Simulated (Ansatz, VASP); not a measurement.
# Al3GaN4: VASP beside Ansatz

```xyz
8
Lattice="4.4070 0.0000 0.0275 0.0000 4.4070 0.0000 0.0275 0.0000 4.4070" Properties=species:S:1:pos:R:3 pbc="T T T"
Al    2.2035    2.2035    0.0138
Al    2.2173    0.0000    2.2173
Al    0.0138    2.2035    2.2035
Ga    0.0000    0.0000    0.0000
N     3.2890    3.2819    1.1456
N     3.3024    1.1251    3.3024
N     1.1456    3.2819    3.2890
N     1.1321    1.1251    1.1321
```

Change from the starting cell: strain +0.0125 x Voigt [0, 0, 0, 0, 1, 0], atoms carried along.

Alike in both runs: task single point; functional PBEsol; k mesh 6 × 6 × 6; occupations gaussian, width 0.05 eV; no spin polarisation.

|  | VASP | Ansatz |
| --- | --- | --- |
| version | VASP 6.6.1 | Ansatz 0.2.0 |
| potentials or method | VASP PAW PBE potentials, release 64 (Al, Ga_d, N), cutoff 520 eV | scalar-relativistic, plane waves, PAW |
| valence electrons in the cell | 42 | 42 |

|  | VASP | Ansatz | Ansatz less VASP |
| --- | --- | --- | --- |
| gap on the k mesh at the Fermi level (eV) | 3.28 | 3.28 | +0.005 |
| least direct gap on the mesh (eV) | 3.28 | 3.28 | +0.005 |
| pressure (GPa) | 0.0 | 0.1 | +0.07 |
| traceless stress, the component that is largest in VASP (GPa) | -2.69 | -2.66 | +0.025 |
| rms of the force components (eV/Å) | 0.065 | 0.064 | -0.0008 |

VASP's potentials were made for PBE, not for PBEsol. Atom by atom the forces differ by 0.003 eV/Å (rms over components). The functional is the same, so the differences come from potentials, cutoffs and numerics.
